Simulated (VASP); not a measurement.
# HfSiO4 (P2_1) in VASP: further runs

HfSiO4 is run at these levels: PBE, r2SCAN; tasks: single point.

Program: VASP 6.6.1. These are calculated values, not measurements. Logs are shortened: lines on timing, memory, paths and dates and some standing lists are left out, and cuts for length are marked.

### 1 The cell of the first run

Symmetry: P2_1, No. 4, monoclinic system. The conventional cell has a = 4.601 Å, b = 5.092 Å, c = 5.295 Å, α = 90.00°, β = 92.35°, γ = 90.00°. Within 2.6 Å of Hf (site symmetry 1) lie 6 O at 1.98 to 2.24 Å. Within 2.2 Å of Si (site symmetry 1) lie 5 O at 1.64 to 1.85 Å. Within 2.2 Å of O (site symmetry 1) lie 1 Si at 1.64 Å and 1 Hf at 1.98 Å. Within 2.5 Å of O (site symmetry 1) lie 1 Si at 1.85 Å and 2 Hf at 2.02 to 2.07 Å and 2 O at 2.36 to 2.47 Å. O (site symmetry 1) has 2 Si at 1.73 to 1.82 Å and 1 Hf at 2.24 Å within 2.3 Å. Within 2.3 Å of O (site symmetry 1) lie 1 Si at 1.74 Å and 2 Hf at 2.07 to 2.14 Å.

### 2 Single point, PBE

INCAR reads:

```
SYSTEM = HfSiO4
  PREC = Accurate
  ENCUT = 520
  EDIFF = 1E-6
  ISMEAR = -1
  SIGMA = 0.02
  LREAL = .False.
  LASPH = .True.
  NELM = 100
  ALGO = Normal
  ISIF = 2
  LWAVE = .False.
  LCHARG = .True.
  GGA = PE
  LELF = .True.
  LVHAR = .True.
  NBANDS = 50
```

KPOINTS reads:

```
regular mesh
0
Gamma
  6 6 6
  0 0 0
```

POSCAR reads:

```
HfSiO4
1.0
    4.5996333747      0.0000000000      0.0991799474
    0.0000000000      5.0918150055      0.0000000000
    0.1027289893      0.0000000000      5.2936773285
Hf Si O
2 2 8
Direct
    0.2239247737      0.2219831542      0.0893877015
    0.7760752263      0.7219831542      0.9106122985
    0.3033393262      0.7448363798      0.4143713555
    0.6966606738      0.2448363798      0.5856286445
   -0.0469234229      0.3223398915      0.3731099684
    0.0639219921      0.8489808366      0.1606093220
    0.4994288810      0.5322447639      0.6239662380
    0.5401526416      1.0556149738      0.8286867032
    0.5005711190      1.0322447639      0.3760337620
    0.4598473584      0.5556149738      0.1713132968
    0.9360780079      0.3489808366      0.8393906780
    1.0469234229      0.8223398915      0.6268900316
```

Potentials or basis: VASP PAW PBE potentials, release 64 (Hf_pv, Si, O).

Launch:

```sh
$ cat potpaw_PBE.64/Hf_pv/POTCAR potpaw_PBE.64/Si/POTCAR potpaw_PBE.64/O/POTCAR > POTCAR
$ mpirun -np 1 vasp_std > vasp.out
```

OUTCAR:

```text
SYSTEM = HfSiO4
   PREC = Accurate
   ENCUT = 520
   EDIFF = 1E-6
   ISMEAR = -1
   LREAL = .False.
   LASPH = .True.
   NELM = 100
   ISIF = 2
   GGA = PE

 ion  position               nearest neighbor table
   1  0.224  0.222  0.089-   5 1.98  11 2.02   6 2.07  10 2.07   8 2.14   9 2.24   3 3.01   3 3.20
                             4 3.37   2 3.43   2 3.43   4 3.48   4 3.50   2 3.69   2 3.69
   2  0.776  0.722  0.911-  12 1.98   6 2.02  11 2.07   8 2.07  10 2.14   7 2.24   4 3.01   4 3.20
                             3 3.37   1 3.43   1 3.43   3 3.48   3 3.50   1 3.69   1 3.69
   3  0.303  0.745  0.414-  12 1.64   9 1.73  10 1.74   7 1.82   6 1.85   1 3.01   1 3.20   2 3.37
                             2 3.48   2 3.50
   4  0.697  0.245  0.586-   5 1.64   7 1.73   8 1.74   9 1.82  11 1.85   2 3.01   2 3.20   1 3.37
                             1 3.48   1 3.50
   5  0.953  0.322  0.373-   4 1.64   1 1.98
   6  0.064  0.849  0.161-   3 1.85   2 2.02   1 2.07
   7  0.499  0.532  0.624-   4 1.73   3 1.82   2 2.24
   8  0.540  0.056  0.829-   4 1.74   2 2.07   1 2.14
   9  0.501  0.032  0.376-   3 1.73   4 1.82   1 2.24
  10  0.460  0.556  0.171-   3 1.74   1 2.07   2 2.14
  11  0.936  0.349  0.839-   4 1.85   1 2.02   2 2.07
  12  0.047  0.822  0.627-   3 1.64   2 1.98

  LATTYP: Found a simple monoclinic cell.
 ALAT       =     4.6007025381
 B/A-ratio  =     1.1067472768
 C/A-ratio  =     1.1508403269
 COS(beta)  =    -0.0409513244

  Lattice vectors:

 A1 = (   4.5996333747,   0.0000000000,   0.0991799474)
 A2 = (   0.0000000000,  -5.0918150055,   0.0000000000)
 A3 = (  -0.1027289893,   0.0000000000,  -5.2936773285)

Analysis of symmetry for initial positions (statically):
=====================================================================
 Subroutine PRICEL returns:
 Original cell was already a primitive cell.

 Routine SETGRP: Setting up the symmetry group for a
 simple monoclinic supercell.

 Subroutine GETGRP returns: Found  2 space group operations
 (whereof  1 operations were pure point group operations)
 out of a pool of  4 trial point group operations.

The static configuration has the point symmetry C_1 .
 The point group associated with its full space group is C_2 .

Analysis of symmetry for dynamics (positions and initial velocities):
=====================================================================
 Subroutine PRICEL returns:
 Original cell was already a primitive cell.

 Routine SETGRP: Setting up the symmetry group for a
 simple monoclinic supercell.

 Subroutine GETGRP returns: Found  2 space group operations
 (whereof  1 operations were pure point group operations)
 out of a pool of  4 trial point group operations.

The dynamic configuration has the point symmetry C_1 .
 The point group associated with its full space group is C_2 .

 Subroutine INISYM returns: Found  2 space group operations
 (whereof  1 operations are pure point group operations),
 and found     1 'primitive' translations

----------------------------------------------------------------------------------------

                                     Primitive cell

  volume of cell :     123.9286

  direct lattice vectors                    reciprocal lattice vectors
     4.599633375  0.000000000  0.099179947     0.217499643  0.000000000 -0.004220793
     0.000000000  5.091815005  0.000000000     0.000000000  0.196393624  0.000000000
     0.102728989  0.000000000  5.293677329    -0.004074975  0.000000000  0.188983679

  length of vectors
     4.600702538  5.091815005  5.294674013     0.217540594  0.196393624  0.189027608

  position of ions in fractional coordinates (direct lattice)
     0.223924774  0.221983154  0.089387702
     0.776075226  0.721983154  0.910612298
     0.303339326  0.744836380  0.414371356
     0.696660674  0.244836380  0.585628644
     0.953076577  0.322339892  0.373109968
     0.063921992  0.848980837  0.160609322
     0.499428881  0.532244764  0.623966238
     0.540152642  0.055614974  0.828686703
     0.500571119  0.032244764  0.376033762
     0.459847358  0.555614974  0.171313297
     0.936078008  0.348980837  0.839390678
     0.046923423  0.822339892  0.626890032

  ion indices of the primitive-cell ions
   primitive index   ion index
                 1           1
                 2           2
                 3           3
                 4           4
                 5           5
                 6           6
                 7           7
                 8           8
                 9           9
                10          10
                11          11
                12          12

----------------------------------------------------------------------------------------

 KPOINTS: regular mesh

Automatic generation of k-mesh.
 Grid dimensions read from file:
 generate k-points for:    6    6    6

 Generating k-lattice:

  Cartesian coordinates                     Fractional coordinates (reciprocal lattice)
     0.036249941  0.000000000 -0.000703466     0.166666667  0.000000000 -0.000000000
     0.000000000  0.032732271  0.000000000     0.000000000  0.166666667  0.000000000
    -0.000679163  0.000000000  0.031497280     0.000000000  0.000000000  0.166666667

  Length of vectors
     0.036256766  0.032732271  0.031504601

  Shift w.r.t. Gamma in fractional coordinates (k-lattice)
     0.000000000  0.000000000  0.000000000

 Subroutine IBZKPT returns following result:
 ===========================================

 Found     80 irreducible k-points:

 Following reciprocal coordinates:
            Coordinates               Weight
  0.000000  0.000000  0.000000      1.000000
  0.166667  0.000000 -0.000000      2.000000
  0.333333  0.000000 -0.000000      2.000000
  0.500000  0.000000  0.000000      1.000000
  0.000000  0.166667  0.000000      2.000000
  0.166667  0.166667 -0.000000      4.000000
[... 16 lines left out ...]
 -0.000000  0.166667  0.166667      4.000000
  0.166667  0.166667  0.166667      4.000000
 [... further k-points ...]
   k-points           NKPTS =     80   k-points in BZ     NKDIM =     80   number of bands    NBANDS=     50
   number of dos      NEDOS =    301   number of ions     NIONS =     12
   total plane-waves  NPLWV =  57600
   dimension x,y,z NGX =    36 NGY =   40 NGZ =   40
   dimension x,y,z NGXF=    72 NGYF=   80 NGZF=   80
   ions per type =               2   2   8
   NGX,Y,Z   is equivalent  to a cutoff of  13.01, 13.06, 12.56 a.u.
   NGXF,Y,Z  is equivalent  to a cutoff of  26.02, 26.12, 25.12 a.u.
 SYSTEM =  HfSiO4
   PREC   = accura    normal or accurate (medium, high low for compatibility)
   ISTART =      0    job   : 0-new  1-cont  2-samecut
   ICHARG =      2    charge: 1-file 2-atom 10-const
   ISPIN  =      1    spin polarized calculation?
   LNONCOLLINEAR =      F non collinear calculations
   LSORBIT =      F    spin-orbit coupling
   LASPH  =      T    aspherical Exc in radial PAW
   ENCUT  =  520.0 eV  38.22 Ry    6.18 a.u.   8.55  9.47  9.84*2*pi/ulx,y,z
   NELM   =    100;   NELMIN=  2; NELMDL= -5     # of ELM steps
   EDIFF  = 0.1E-05   stopping-criterion for ELM
   LREAL  =      F    real-space projection
   EDIFFG = 0.1E-04   stopping-criterion for IOM
   NSW    =      0    number of steps for IOM
   IBRION =     -1    ionic relax: 0-MD 1-quasi-New 2-CG
   NFREE  =      0    steps in history (QN), initial steepest desc. (CG)
   ISIF   =      2    stress and relaxation
   ISYM   =      2    0-nonsym 1-usesym 2-fastsym
   POTIM  = 0.5000    time-step for ionic-motion
   TEBEG  =    0.0;   TEEND  =   0.0 temperature during run
   PSTRESS=    0.0 pullay stress
   NELECT =      76.0000    total number of electrons
   NUPDOWN=      -1.0000    fix difference up-down
   EMIN   =  10.00;   EMAX   =-10.00  energy-range for DOS
   EFERMI =   0.00;   METHOD = LEGACY
   ISMEAR =    -1;   SIGMA  =   0.02  broadening in eV -4-tet -1-fermi 0-gaus
   EFERMI_NEDOS =   21; number of points for ismear=-14 and -15
   IALGO  =     38    algorithm
   IMIX   =      4    mixing-type and parameters
     AMIX     =   0.40;   BMIX     =  1.00
     AMIX_MAG =   1.60;   BMIX_MAG =  1.00
  volume/ion in A,a.u.               =      10.33        69.69
  Fermi-wavevector in a.u.,A,eV,Ry     =   1.390877  2.628377 26.321014  1.934540
  Thomas-Fermi vector in A             =   2.514770
   LORBIT       =      0    0 simple, 1 ext, 2 COOP (PROOUT), +10 PAW based schemes
   GGA     = PE    functional components
   LHFCALC =     F    Hartree Fock is set to
   AEXX    =    0.0000 exact exchange contribution
   IVDW    =     0    specifies the selected vdW correction
   LEPSILON=     F    determine dielectric tensor
   LRPA    =     F    only Hartree local field effects (RPA)
 non-spin polarized calculation
  energy-cutoff  :      520.00
  volume of cell :      123.93
 maximum number of plane-waves:      3355
 NGX is ok and might be reduce to    36
   NGX = 17   NGY = 19   NGZ = 19

 number of electron      75.9999990 magnetization

 Free energy of the ion-electron system (eV)
  ---------------------------------------------------
  ext. energy  EPLUGINS =         0.00000000
  ---------------------------------------------------
  free energy    TOTEN  =      -105.30675872 eV

  energy without entropy =     -105.30675872  energy(sigma->0) =     -105.30675872

 E-fermi :   4.8295     XC(G=0): -11.3901

 val. band max:        4.3979470252   @ k =   0.5000   0.0000   0.0000
 cond. band min:       8.0236259900   @ k =   0.0000   0.3333   0.0000
 fundamental gap:      3.6256789648
 Fermi energy:         4.8294662309

 k-point     1 :       0.0000    0.0000    0.0000
  band No.  band energies     occupation
      1     -25.5003      2.00000
      2     -25.3776      2.00000
      3     -25.3071      2.00000
      4     -25.2643      2.00000
      5     -25.2323      2.00000
      6     -25.1592      2.00000
[... 42 lines left out ...]
     49      13.8924      0.00000
     50      14.1811      0.00000

 k-point     2 :       0.1667    0.0000   -0.0000
  band No.  band energies     occupation
      1     -25.4871      2.00000
      2     -25.3758      2.00000
      3     -25.3004      2.00000
      4     -25.2699      2.00000
      5     -25.2419      2.00000
      6     -25.1713      2.00000
[... 42 lines left out ...]
     49      13.7021      0.00000
     50      14.0764      0.00000

 k-point     3 :       0.3333    0.0000   -0.0000
  band No.  band energies     occupation
      1     -25.4534      2.00000
      2     -25.3713      2.00000
      3     -25.2956      2.00000
      4     -25.2871      2.00000
      5     -25.2503      2.00000
      6     -25.2000      2.00000
[... 42 lines left out ...]
     49      13.3401      0.00000
     50      13.8284      0.00000

 k-point     4 :       0.5000    0.0000    0.0000
  band No.  band energies     occupation
      1     -25.4274      2.00000
      2     -25.3735      2.00000
      3     -25.3005      2.00000
      4     -25.3001      2.00000
      5     -25.2345      2.00000
      6     -25.2273      2.00000
[... 999 lines left out ...]
 k-point    23 :      -0.0000    0.1667    0.1667
  band No.  band energies     occupation
      1     -25.4928      2.00000
      2     -25.3746      2.00000
      3     -25.3021      2.00000
      4     -25.2804      2.00000
      5     -25.2279      2.00000
      6     -25.1700      2.00000
[... 42 lines left out ...]
     49      13.6493      0.00000
     50      13.8291      0.00000

 k-point    24 :       0.1667    0.1667    0.1667
  band No.  band energies     occupation
      1     -25.4862      2.00000
      2     -25.3757      2.00000
      3     -25.2969      2.00000
      4     -25.2846      2.00000
      5     -25.2359      2.00000
      6     -25.1729      2.00000
[... 42 lines left out ...]
     49      13.4382      0.00000
     50      13.8527      0.00000

 [... further k-points ...]
[... 5 lines left out ...]
  --------------------------------------------------------------------------------------
  -------------------------------------------------------------------------------------
  Total        3.8051255      3.5593306      4.1222681      0.0000000      0.0000000     -0.4623382
  in kB       49.1935356     46.0158420     53.2936275      0.0000000      0.0000000     -5.9772137
  external PRESSURE =      49.5010017 kB  Pullay stress =       0.0000000 kB

 VOLUME and BASIS-vectors are now :
 -----------------------------------------------------------------------------
  energy-cutoff  :      520.00
  volume of cell :      123.93
      direct lattice vectors                 reciprocal lattice vectors
     4.599633375  0.000000000  0.099179947     0.217499643  0.000000000 -0.004220793
     0.000000000  5.091815005  0.000000000     0.000000000  0.196393624  0.000000000
     0.102728989  0.000000000  5.293677329    -0.004074975  0.000000000  0.188983679

 POSITION                                       TOTAL-FORCE (eV/Angst)
 -----------------------------------------------------------------------------------
      1.03915      1.13030      0.49540         0.030047      0.004837      0.014733
      3.66321      3.67620      4.89746        -0.030047      0.004837     -0.014733
      1.43782      3.79257      2.22363         0.008676     -0.139316     -0.023115
      3.26454      1.24666      3.16922        -0.008676     -0.139316      0.023115
      4.42213      1.64130      2.06965         0.287837      0.098106     -0.279076
      0.31052      4.32285      0.85655        -0.117743      0.054942     -0.127045
      2.36129      2.71009      3.35261        -0.049924      0.133760      0.191574
      2.56963      0.28318      4.44037        -0.150858     -0.152329      0.224607
      2.34107      0.16418      2.04025         0.049924      0.133760     -0.191574
      2.13273      2.82909      0.95248         0.150858     -0.152329     -0.224607
      4.39185      1.77695      4.53630         0.117743      0.054942      0.127045
      0.28023      4.18720      3.32321        -0.287837      0.098106      0.279076
 -----------------------------------------------------------------------------------
    total drift:                               -0.000000      0.000309     -0.000002

  FREE ENERGIE OF THE ION-ELECTRON SYSTEM (eV)
  ---------------------------------------------------
  free  energy   TOTEN  =      -105.3067587151 eV

  energy  without entropy=     -105.3067587150  energy(sigma->0) =     -105.30675872
```

Wall time 8.4 min (1 thread of AMD EPYC 7R43 (Zen 3), shared host); peak memory 0.46 GiB.

Results:

* Free energy: -105.3068 eV
* Pressure: 5.0 GPa
* Largest force: 0.413 eV/Å
* Band gap on the k mesh: 3.63 eV, indirect (least direct gap 3.89 eV)

Forces on the atoms (eV/Å):
```
Hf   0.030  0.005  0.015
Hf  -0.030  0.005 -0.015
Si   0.009 -0.139 -0.023
Si  -0.009 -0.139  0.023
O    0.288  0.098 -0.279
O   -0.118  0.055 -0.127
O   -0.050  0.134  0.192
O   -0.151 -0.152  0.225
O    0.050  0.134 -0.192
O    0.151 -0.152 -0.225
O    0.118  0.055  0.127
O   -0.288  0.098  0.279
```

Levels at points of the mesh, in eV from the valence-band top:
| k point | band 36 | band 37 | band 38 | band 39 | band 40 | band 41 |
| --- | --- | --- | --- | --- | --- | --- |
| (0.00, 0.00, 0.00) | -0.47 | -0.29 | -0.16 | 3.86 | 4.70 | 4.80 |
| (0.50, 0.00, 0.00) | -0.74 | -0.30 | 0.00 | 4.17 | 5.00 | 5.18 |
| (0.00, 0.50, 0.00) | -0.75 | -0.33 | -0.33 | 3.85 | 3.85 | 5.30 |
| (0.50, 0.50, 0.00) | -0.76 | -0.35 | -0.35 | 4.73 | 4.73 | 5.13 |
| (0.00, 0.00, 0.50) | -0.80 | -0.56 | -0.33 | 4.07 | 4.98 | 5.13 |
| (0.50, 0.00, 0.50) | -0.87 | -0.86 | -0.62 | 4.27 | 4.93 | 5.28 |
| (0.00, 0.50, 0.50) | -1.04 | -0.48 | -0.48 | 4.49 | 4.49 | 5.63 |
| (0.50, 0.50, 0.50) | -1.33 | -0.52 | -0.52 | 4.80 | 4.80 | 5.15 |

Caveat: spin-orbit coupling is left out, which moves the levels of the heavy elements. A k mesh can miss the band edges.

### 3 Single point, r2SCAN

POSCAR is that of step 2.

INCAR.step1 reads:

```
SYSTEM = HfSiO4
PREC = Accurate
ENCUT = 520
ISMEAR = -1
SIGMA = 0.02
LREAL = .False.
LASPH = .True.
NELM = 60
NBANDS = 50
GGA = PE
ALGO = Normal
EDIFF = 1E-4
LWAVE = .True.
LCHARG = .False.
```

INCAR.step2 reads:

```
SYSTEM = HfSiO4
PREC = Accurate
ENCUT = 520
EDIFF = 1E-7
ISMEAR = -1
SIGMA = 0.02
LREAL = .False.
LASPH = .True.
NELM = 60
ALGO = Normal
ISIF = 2
LWAVE = .False.
LCHARG = .False.
METAGGA = R2SCAN
LMIXTAU = .True.
NBANDS = 50
ISTART = 1
```

KPOINTS reads:

```
regular mesh
0
Gamma
  6 4 4
  0 0 0
```

Potentials or basis: VASP PAW PBE potentials, release 64 (Hf_pv, Si, O).

Launch:

```sh
$ cat potpaw_PBE.64/Hf_pv/POTCAR potpaw_PBE.64/Si/POTCAR potpaw_PBE.64/O/POTCAR > POTCAR
$ cp INCAR.step1 INCAR
$ mpirun -np 1 vasp_std > vasp.out
$ cp INCAR.step2 INCAR
$ mpirun -np 1 vasp_std > vasp.out
```

Wall time 28 min (1 thread of Oxide Virtual Turin-like, shared host); peak memory 0.34 GiB.

It converged, with:

- Free energy: -194.1062 eV
- Pressure: -1.7 GPa
- Largest force: 0.276 eV/Å
- Band gap on the k mesh: 4.15 eV, indirect (least direct gap 4.38 eV)

Forces in eV/Å, atoms in the order of the input:
```
Hf  -0.056 -0.024  0.092
Hf   0.056 -0.024 -0.092
Si   0.005 -0.022  0.001
Si  -0.005 -0.022 -0.001
O    0.185 -0.030 -0.203
O   -0.077  0.088 -0.170
O    0.052  0.071  0.079
O   -0.026 -0.083  0.156
O   -0.052  0.071 -0.079
O    0.026 -0.083 -0.156
O    0.077  0.088  0.170
O   -0.185 -0.030  0.203
```

Stress tensor (GPa, compression positive):
```
-1.77  0.00 -0.06
 0.00 -1.76  0.00
-0.06  0.00 -1.68
```

Levels at points of the mesh, in eV from the valence-band top:
```tsv
k point	band 34	band 35	band 36	band 37	band 38	band 39	band 40	band 41	band 42	band 43
(0.00, 0.00, 0.00)	-0.93	-0.66	-0.50	-0.29	-0.16	4.37	5.22	5.43	5.77	5.83
(0.50, 0.00, 0.00)	-1.14	-0.78	-0.78	-0.32	0.00	4.66	5.55	5.69	5.94	6.06
(0.00, 0.50, 0.00)	-1.42	-0.78	-0.78	-0.33	-0.33	4.38	4.38	5.82	5.82	6.66
(0.50, 0.50, 0.00)	-1.01	-0.79	-0.79	-0.35	-0.35	5.24	5.24	5.66	5.66	6.34
(0.00, 0.00, 0.50)	-1.81	-1.05	-0.81	-0.58	-0.35	4.57	5.49	5.64	6.30	6.49
(0.50, 0.00, 0.50)	-1.75	-1.11	-0.88	-0.87	-0.64	4.77	5.46	5.82	6.19	6.22
(0.00, 0.50, 0.50)	-1.59	-1.08	-1.08	-0.50	-0.50	4.99	4.99	6.16	6.16	6.81
(0.50, 0.50, 0.50)	-1.50	-1.37	-1.37	-0.53	-0.53	5.31	5.31	5.68	5.68	6.55
```

Caveat: the PAW data sets were made with another functional, which shifts forces and pressure a little; spin-orbit coupling is left out, which moves the levels of the heavy elements.
